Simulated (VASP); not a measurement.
Set up this calculation in VASP 6.6.1, as the native input.

```yaml
Task: single point
Functional: r2SCAN
Dispersion: D3(BJ)
Potentials_or_basis: VASP PAW PBE potentials, release 64 (Ti_sv, Te)
Cutoff: 520 eV
k_mesh: 8 × 8 × 4
Occupations: gaussian, width 0.05 eV
Spin: no spin polarisation
Dipole_correction: no
Further_INCAR_settings: ALGO = Normal; EDIFF = 1e-06; NBANDS = 19
```

TiTe2:

```
CELL_PARAMETERS angstrom
3.77786 0.00000 0.00000
-1.88893 3.27172 0.00000
0.00000 0.00000 6.46489
ATOMIC_POSITIONS crystal
Ti 0.00000 0.00000 0.00000
Te 0.33333 0.66667 0.26064
Te 0.66667 0.33333 0.73936
```

This cell differs from its parent crystal: volume scaled by 0.98.

One way to write it, as run:

POSCAR

```
TiTe2
1.0
    3.7778589305      0.0000000000      0.0000000000
   -1.8889294653      3.2717218057      0.0000000000
    0.0000000000      0.0000000000      6.4648940767
Ti Te
1 2
Direct
    0.0000000000      0.0000000000      0.0000000000
    0.3333333333      0.6666666667      0.2606363315
    0.6666666667      0.3333333333      0.7393636685
```

INCAR.step1

```
SYSTEM = TiTe2
PREC = Accurate
ENCUT = 520
ISMEAR = 0
SIGMA = 0.05
LREAL = .FALSE.
LASPH = .TRUE.
NELM = 100
NBANDS = 19
GGA = PE
ALGO = Normal
EDIFF = 1E-4
LWAVE = .TRUE.
LCHARG = .FALSE.
```

INCAR.step2

```
SYSTEM = TiTe2
PREC = Accurate
ENCUT = 520
EDIFF = 1E-6
ISMEAR = 0
SIGMA = 0.05
LREAL = .FALSE.
LASPH = .TRUE.
NELM = 100
ALGO = Normal
ISIF = 2
LWAVE = .FALSE.
LCHARG = .FALSE.
METAGGA = R2SCAN
LMIXTAU = .TRUE.
IVDW = 12
NBANDS = 19
VDW_S6 = 1.0
VDW_S8 = 0.78981345
VDW_A1 = 0.49484001
VDW_A2 = 5.73083694
ISTART = 1
```

KPOINTS

```
regular mesh
0
G
  8 8 4
  0 0 0
```

Potentials or basis: VASP PAW PBE potentials, release 64 (Ti_sv, Te).

Launch:

```bash
$ cat potpaw_PBE.64/Ti_sv/POTCAR potpaw_PBE.64/Te/POTCAR > POTCAR
$ cp INCAR.step1 INCAR
$ mpirun -np 1 vasp_std > vasp.out
$ cp INCAR.step2 INCAR
$ mpirun -np 1 vasp_std > vasp.out
```

It gave:

* Pressure: 0.5 GPa
* Largest force: 0.014 eV/Å
* Band gap on the k mesh: zero (band 12 reaches 7.34 eV, above the bottom of band 13 at 6.66 eV)
* Dispersion energy per atom: -0.230 eV

Caveat: three body term missing; the PAW data sets were made with another functional, which shifts forces and pressure a little; spin-orbit coupling is left out, which moves the levels of the heavy elements.

It took 2.1 min on 1 thread of Intel(R) Xeon(R) Platinum 8375C CPU @ 2.90GHz (Ice Lake), on a shared host, peak memory 0.23 GiB.
